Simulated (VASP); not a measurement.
# Au (P6_3/mmc) in VASP: a series of runs, part 2 of 2

VASP 6.6.1.

### 4 Single point, PBEsol

This run uses another cell than the first one, of 17.30 Å³/atom, 1.058 times its volume.

Input file INCAR:

```
SYSTEM = Au
PREC = Accurate
ENCUT = 520
EDIFF = 1E-6
ISMEAR = -1
SIGMA = 0.1
LREAL = .False.
LASPH = .True.
NELM = 80
ALGO = Normal
ISIF = 2
LWAVE = .False.
LCHARG = .False.
GGA = PS
NBANDS = 18
```

Input file KPOINTS:

```
Automatic mesh
0
Gamma
  13 13 7
  0 0 0
```

Input file POSCAR:

```
Au
1.0
    2.8739896303      0.0000000000      0.0000000000
   -1.4369948151      2.4889483561      0.0000000000
    0.0000000000      0.0000000000      4.8362308261
Au
2
Direct
    0.3333333333      0.6666666667      0.7500000000
    0.6666666667      0.3333333333      0.2500000000
```

Potentials or basis: VASP PAW PBE potentials, release 64 (Au).

Launch:

```sh
cat potpaw_PBE.64/Au/POTCAR > POTCAR
mpirun -np 1 vasp_std > vasp.out
```

OUTCAR:

```text
SYSTEM = Au
   PREC = Accurate
   ENCUT = 520
   EDIFF = 1E-6
   ISMEAR = -1
   LREAL = .False.
   LASPH = .True.
   NELM = 80
   ISIF = 2
   GGA = PS

 ion  position               nearest neighbor table
   1  0.333  0.667  0.750-   2 2.93   2 2.93   2 2.93   2 2.93   2 2.93   2 2.93
   2  0.667  0.333  0.250-   1 2.93   1 2.93   1 2.93   1 2.93   1 2.93   1 2.93

  LATTYP: Found a hexagonal cell.
 ALAT       =     2.8739896303
 C/A-ratio  =     1.6827586207

  Lattice vectors:

 A1 = (   2.8739896303,   0.0000000000,   0.0000000000)
 A2 = (  -1.4369948151,   2.4889483561,   0.0000000000)
 A3 = (   0.0000000000,   0.0000000000,   4.8362308261)

Analysis of symmetry for initial positions (statically):
=====================================================================
 Subroutine PRICEL returns:
 Original cell was already a primitive cell.

 Routine SETGRP: Setting up the symmetry group for a
 hexagonal supercell.

 Subroutine GETGRP returns: Found 24 space group operations
 (whereof 12 operations were pure point group operations)
 out of a pool of 24 trial point group operations.

The static configuration has the point symmetry D_3d.
 The point group associated with its full space group is D_6h.

Analysis of symmetry for dynamics (positions and initial velocities):
=====================================================================
 Subroutine PRICEL returns:
 Original cell was already a primitive cell.

 Routine SETGRP: Setting up the symmetry group for a
 hexagonal supercell.

 Subroutine GETGRP returns: Found 24 space group operations
 (whereof 12 operations were pure point group operations)
 out of a pool of 24 trial point group operations.

The dynamic configuration has the point symmetry D_3d.
 The point group associated with its full space group is D_6h.

 Subroutine INISYM returns: Found 24 space group operations
 (whereof 12 operations are pure point group operations),
 and found     1 'primitive' translations

[... 110 lines left out ...]
   EFERMI_NEDOS =   21; number of points for ismear=-14 and -15
   IALGO  =     38    algorithm
   IMIX   =      4    mixing-type and parameters
     AMIX     =   0.40;   BMIX     =  1.00
     AMIX_MAG =   1.60;   BMIX_MAG =  1.00
  volume/ion in A,a.u.               =      17.30       116.73
  Fermi-wavevector in a.u.,A,eV,Ry     =   1.407817  2.660389 26.966068  1.981950
  Thomas-Fermi vector in A             =   2.530038
   LORBIT       =      0    0 simple, 1 ext, 2 COOP (PROOUT), +10 PAW based schemes
   GGA     = PS    functional components
   LHFCALC =     F    Hartree Fock is set to
   AEXX    =    0.0000 exact exchange contribution
   IVDW    =     0    specifies the selected vdW correction
   LEPSILON=     F    determine dielectric tensor
   LRPA    =     F    only Hartree local field effects (RPA)
 non-spin polarized calculation
  energy-cutoff  :      520.00
  volume of cell :       34.59
 maximum number of plane-waves:       953
 NGX is ok and might be reduce to    24
   NGX = 11   NGY = 11   NGZ = 17

 number of electron      22.0000003 magnetization

 Free energy of the ion-electron system (eV)
  ---------------------------------------------------
  ext. energy  EPLUGINS =         0.00000000
  ---------------------------------------------------
  free energy    TOTEN  =        -7.85218470 eV

  energy without entropy =       -7.83718855  energy(sigma->0) =       -7.84468663

 E-fermi :   8.9098     XC(G=0): -12.7964

 val. band max:        8.8681738190   @ k =   0.1538   0.1538   0.2857
 cond. band min:       8.9300644021   @ k =   0.2308   0.0769   0.2857
 fundamental gap:      0.0618905831
 Fermi energy:         8.9097929021

 k-point     1 :       0.0000    0.0000    0.0000
  band No.  band energies     occupation
      1      -0.7340      2.00000
      2       1.7353      2.00000
      3       4.2390      2.00000
      4       4.5320      2.00000
      5       4.5320      2.00000
      6       4.8356      2.00000
[... 481 lines left out ...]
      5       4.5043      2.00000
      6       4.9173      2.00000
[... 10 lines left out ...]
     17      25.5279      0.00000
     18      26.0466      0.00000

 [... further k-points ...]

------------------------ aborting loop because EDIFF is reached ----------------------------------------

  FORCE on cell =-STRESS in cart. coord.  units (eV):
  Direction    XX          YY          ZZ          XY          YZ          ZX
  --------------------------------------------------------------------------------------
  -------------------------------------------------------------------------------------
  Total       -0.5915673     -0.5915674     -0.7158863     -0.0000000      0.0000000      0.0000000
  in kB      -27.3972270    -27.3972342    -33.1548110     -0.0000000      0.0000000      0.0000000
  external PRESSURE =     -29.3164241 kB  Pullay stress =       0.0000000 kB

 VOLUME and BASIS-vectors are now :
 -----------------------------------------------------------------------------
  energy-cutoff  :      520.00
  volume of cell :       34.59
      direct lattice vectors                 reciprocal lattice vectors
     2.873989630  0.000000000  0.000000000     0.347948367  0.200888057  0.000000000
    -1.436994815  2.488948356  0.000000000     0.000000000  0.401776115  0.000000000
     0.000000000  0.000000000  4.836230826     0.000000000  0.000000000  0.206772595

 POSITION                                       TOTAL-FORCE (eV/Angst)
 -----------------------------------------------------------------------------------
     -0.00000      1.65930      3.62717         0.000000      0.000000      0.000000
      1.43699      0.82965      1.20906        -0.000000     -0.000000      0.000000
 -----------------------------------------------------------------------------------
    total drift:                               -0.000000      0.000000     -0.000000

  FREE ENERGIE OF THE ION-ELECTRON SYSTEM (eV)
  ---------------------------------------------------
  free  energy   TOTEN  =        -7.8521847042 eV

  energy  without entropy=       -7.8371885527  energy(sigma->0) =       -7.84468663
```

stdout:

```text
POSCAR found type information on POSCAR Au
 POSCAR found :  1 types and       2 ions
 scaLAPACK will be used
 -----------------------------------------------------------------------------
|                                                                             |
|                                                                             |
|     You enforced a specific xc type in the INCAR file but a different       |
|     I HOPE YOU KNOW WHAT YOU ARE DOING!                                     |
|                                                                             |
 -----------------------------------------------------------------------------

 LDA part: xc-table for (Slater+PW92), standard interpolation
 POSCAR, INCAR and KPOINTS ok, starting setup
 FFT: planning ... GRIDC
 FFT: planning ... GRID_SOFT
 FFT: planning ... GRID
 WAVECAR not read
 entering main loop
```

Run time: 58 s. Hardware: 1 thread of Intel Xeon 8259CL, shared host; peak memory 0.18 GiB.

Results:

```yaml
Free_energy: -7.8522 eV
Pressure: -2.9 GPa
Band_gap_on_the_k_mesh: zero (band 11 reaches 12.02 eV, above the bottom of band 12 at 6.55 eV)
```

Stress tensor (GPa, compression positive):
```
-2.74  0.00  0.00
 0.00 -2.74  0.00
 0.00  0.00 -3.32
```

Caveat: the PAW data sets were made with another functional, which shifts forces and pressure a little; spin-orbit coupling is left out, which moves the levels of the heavy elements.

### 5 Single point, PBEsol

This run uses another cell than the first one, of 17.77 Å³/atom, 1.087 times its volume.

Input file INCAR:

```
SYSTEM = Au
PREC     = Accurate       ! precision mode
ENCUT    = 520            ! plane-wave cutoff, eV
EDIFF    = 1E-7           ! SCF threshold, eV
ISMEAR   = -1             ! smearing method
SIGMA    = 0.1            ! smearing width, eV
LREAL    = .False.        ! projectors in reciprocal space
LASPH    = .True.         ! aspherical terms in the spheres
NELM     = 80             ! most SCF steps
ALGO     = Normal         ! electronic algorithm
ISIF     = 2              ! what is computed and relaxed
LWAVE    = .False.        ! write WAVECAR
LCHARG   = .False.        ! write CHGCAR
GGA      = PS             ! functional
NBANDS   = 18             ! bands
```

KPOINTS is that of step 4.

Input file POSCAR:

```
Au
1.0
    2.9000000000      0.0000000000      0.0000000000
   -1.4500000000      2.5114740000      0.0000000000
    0.0000000000      0.0000000000      4.8800000000
Au
2
Direct
    0.3333333333      0.6666666667      0.7500000000
    0.6666666667      0.3333333333      0.2500000000
```

Potentials or basis: VASP PAW PBE potentials, release 64 (Au).

Launch:

```sh
cat potpaw_PBE.64/Au/POTCAR > POTCAR
mpirun -np 1 vasp_std > vasp.out
```

OUTCAR:

```text
SYSTEM = Au
   PREC = Accurate
   ENCUT = 520
   EDIFF = 1E-7
   ISMEAR = -1
   LREAL = .False.
   LASPH = .True.
   NELM = 80
   ISIF = 2
   GGA = PS

 ion  position               nearest neighbor table
   1  0.333  0.667  0.750-   2 2.96   2 2.96   2 2.96   2 2.96   2 2.96   2 2.96
   2  0.667  0.333  0.250-   1 2.96   1 2.96   1 2.96   1 2.96   1 2.96   1 2.96

  LATTYP: Found a hexagonal cell.
 ALAT       =     2.9000000000
 C/A-ratio  =     1.6827586207

  Lattice vectors:

 A1 = (   2.9000000000,   0.0000000000,   0.0000000000)
 A2 = (  -1.4500000000,   2.5114740000,   0.0000000000)
 A3 = (   0.0000000000,   0.0000000000,   4.8800000000)

Analysis of symmetry for initial positions (statically):
=====================================================================
 Subroutine PRICEL returns:
 Original cell was already a primitive cell.

 Routine SETGRP: Setting up the symmetry group for a
 hexagonal supercell.

 Subroutine GETGRP returns: Found 24 space group operations
 (whereof 12 operations were pure point group operations)
 out of a pool of 24 trial point group operations.

The static configuration has the point symmetry D_3d.
 The point group associated with its full space group is D_6h.

Analysis of symmetry for dynamics (positions and initial velocities):
=====================================================================
 Subroutine PRICEL returns:
 Original cell was already a primitive cell.

 Routine SETGRP: Setting up the symmetry group for a
 hexagonal supercell.

 Subroutine GETGRP returns: Found 24 space group operations
 (whereof 12 operations were pure point group operations)
 out of a pool of 24 trial point group operations.

The dynamic configuration has the point symmetry D_3d.
 The point group associated with its full space group is D_6h.

 Subroutine INISYM returns: Found 24 space group operations
 (whereof 12 operations are pure point group operations),
 and found     1 'primitive' translations

[... 110 lines left out ...]
   EFERMI_NEDOS =   21; number of points for ismear=-14 and -15
   IALGO  =     38    algorithm
   IMIX   =      4    mixing-type and parameters
     AMIX     =   0.40;   BMIX     =  1.00
     AMIX_MAG =   1.60;   BMIX_MAG =  1.00
  volume/ion in A,a.u.               =      17.77       119.93
  Fermi-wavevector in a.u.,A,eV,Ry     =   1.395191  2.636528 26.484515  1.946557
  Thomas-Fermi vector in A             =   2.518667
   LORBIT       =      0    0 simple, 1 ext, 2 COOP (PROOUT), +10 PAW based schemes
   GGA     = PS    functional components
   LHFCALC =     F    Hartree Fock is set to
   AEXX    =    0.0000 exact exchange contribution
   IVDW    =     0    specifies the selected vdW correction
   LEPSILON=     F    determine dielectric tensor
   LRPA    =     F    only Hartree local field effects (RPA)
 non-spin polarized calculation
  energy-cutoff  :      520.00
  volume of cell :       35.54
 maximum number of plane-waves:       978
 NGX is ok and might be reduce to    24
   NGX = 11   NGY = 11   NGZ = 19

 number of electron      22.0000001 magnetization

 Free energy of the ion-electron system (eV)
  ---------------------------------------------------
  ext. energy  EPLUGINS =         0.00000000
  ---------------------------------------------------
  free energy    TOTEN  =        -7.82363945 eV

  energy without entropy =       -7.80798014  energy(sigma->0) =       -7.81580979

 E-fermi :   8.4747     XC(G=0): -12.6373

 val. band max:        8.4232482486   @ k =   0.0769   0.0000   0.0000
 cond. band min:       8.4759064419   @ k =   0.2308   0.0769   0.2857
 fundamental gap:      0.0526581933
 Fermi energy:         8.4746725428

 k-point     1 :       0.0000    0.0000    0.0000
  band No.  band energies     occupation
      1      -0.8913      2.00000
      2       1.5395      2.00000
      3       3.9514      2.00000
      4       4.2319      2.00000
      5       4.2319      2.00000
      6       4.5204      2.00000
[... 481 lines left out ...]
      5       4.2096      2.00000
      6       4.6008      2.00000
[... 10 lines left out ...]
     17      25.0003      0.00000
     18      25.4722      0.00000

 [... further k-points ...]

------------------------ aborting loop because EDIFF is reached ----------------------------------------

  FORCE on cell =-STRESS in cart. coord.  units (eV):
  Direction    XX          YY          ZZ          XY          YZ          ZX
  --------------------------------------------------------------------------------------
  -------------------------------------------------------------------------------------
  Total       -1.5023569     -1.5023573     -1.5479309      0.0000000      0.0000000      0.0000000
  in kB      -67.7231574    -67.7231751    -69.7775389      0.0000000      0.0000000      0.0000000
  external PRESSURE =     -68.4079571 kB  Pullay stress =       0.0000000 kB

 VOLUME and BASIS-vectors are now :
 -----------------------------------------------------------------------------
  energy-cutoff  :      520.00
  volume of cell :       35.54
      direct lattice vectors                 reciprocal lattice vectors
     2.900000000  0.000000000  0.000000000     0.344827586  0.199086274  0.000000000
    -1.450000000  2.511474000  0.000000000     0.000000000  0.398172547  0.000000000
     0.000000000  0.000000000  4.880000000     0.000000000  0.000000000  0.204918033

 POSITION                                       TOTAL-FORCE (eV/Angst)
 -----------------------------------------------------------------------------------
     -0.00000      1.67432      3.66000        -0.000000     -0.000000      0.000000
      1.45000      0.83716      1.22000         0.000000      0.000000      0.000000
 -----------------------------------------------------------------------------------
    total drift:                               -0.000000      0.000000     -0.000000

  FREE ENERGIE OF THE ION-ELECTRON SYSTEM (eV)
  ---------------------------------------------------
  free  energy   TOTEN  =        -7.8236394502 eV

  energy  without entropy=       -7.8079801352  energy(sigma->0) =       -7.81580979
```

OSZICAR:

```text
N       E                     dE             d eps       ncg     rms          rms(c)
DAV:   1     0.121311087506E+03    0.12131E+03   -0.11689E+04  3024   0.118E+03
DAV:   2    -0.636525785178E+01   -0.12768E+03   -0.12151E+03  3184   0.258E+02
DAV:   3    -0.849250247441E+01   -0.21272E+01   -0.21154E+01  3588   0.336E+01
DAV:   4    -0.850154308759E+01   -0.90406E-02   -0.90394E-02  3358   0.231E+00
DAV:   5    -0.850162373044E+01   -0.80643E-04   -0.80642E-04  3404   0.232E-01    0.119E+01
DAV:   6    -0.786789104712E+01    0.63373E+00   -0.12271E+00  3156   0.101E+01    0.752E+00
DAV:   7    -0.782874286029E+01    0.39148E-01   -0.10193E-01  3334   0.284E+00    0.347E+00
DAV:   8    -0.782366810502E+01    0.50748E-02   -0.73655E-03  3138   0.714E-01    0.416E-01
DAV:   9    -0.782363112627E+01    0.36979E-04   -0.45706E-05  3376   0.594E-02    0.238E-02
DAV:  10    -0.782363953571E+01   -0.84094E-05   -0.24657E-06  3402   0.153E-02    0.688E-03
DAV:  11    -0.782363945015E+01    0.85553E-07   -0.15563E-07  2786   0.308E-03
   1 F= -.78236395E+01 E0= -.78158098E+01  d E =-.156593E-01
```

It took 55 s on 1 thread of Intel Xeon 8259CL, shared host; peak memory 0.18 GiB.

What came out:

* Free energy: -7.8236 eV
* Pressure: -6.8 GPa
* Band gap on the k mesh: zero (band 11 reaches 11.50 eV, above the bottom of band 12 at 6.15 eV)

Stress tensor (GPa, compression positive):
```
-6.77  0.00  0.00
 0.00 -6.77  0.00
 0.00  0.00 -6.98
```

Levels at points of the mesh, in eV from the Fermi level:
```tsv
k point	band 8	band 9	band 10	band 11	band 12	band 13	band 14	band 15
(0.00, 0.00, 0.00)	-3.29	-3.29	-2.02	-2.02	-0.91	2.55	14.70	15.73
```

Caveat: the PAW data sets were made with another functional, which shifts forces and pressure a little; spin-orbit coupling is left out, which moves the levels of the heavy elements.

### 6 Summary

| cell | gap on the mesh (eV) | pressure (GPa) |
| --- | --- | --- |
| a = 2.821, b = 2.821, c = 4.746 Å, angles 90.0, 90.0, 120.0°, 2 atoms | none | 7.6 |
| a = 2.847, b = 2.848, c = 4.792 Å, angles 90.0, 90.0, 120.0°, 2 atoms | none | 1.8 |
| a = 2.874, b = 2.874, c = 4.836 Å, angles 90.0, 90.0, 120.0°, 2 atoms | none | -2.9 |
| a = 2.900, b = 2.900, c = 4.880 Å, angles 90.0, 90.0, 120.0°, 2 atoms | none | -6.8 |

Alike in all rows: task single point; level PBEsol; potentials or basis VASP PAW PBE potentials, release 64 (Au); no spin polarisation; k mesh 13 × 13 × 7; cutoff (eV) 520; smearing fermi-dirac 0.1 eV.

Caveats: the PAW data sets were made with another functional, which shifts forces and pressure a little; spin-orbit coupling is left out, which moves the levels of the heavy elements.

Total energies depend on the potentials used, so only differences within one code and one set of settings carry meaning.
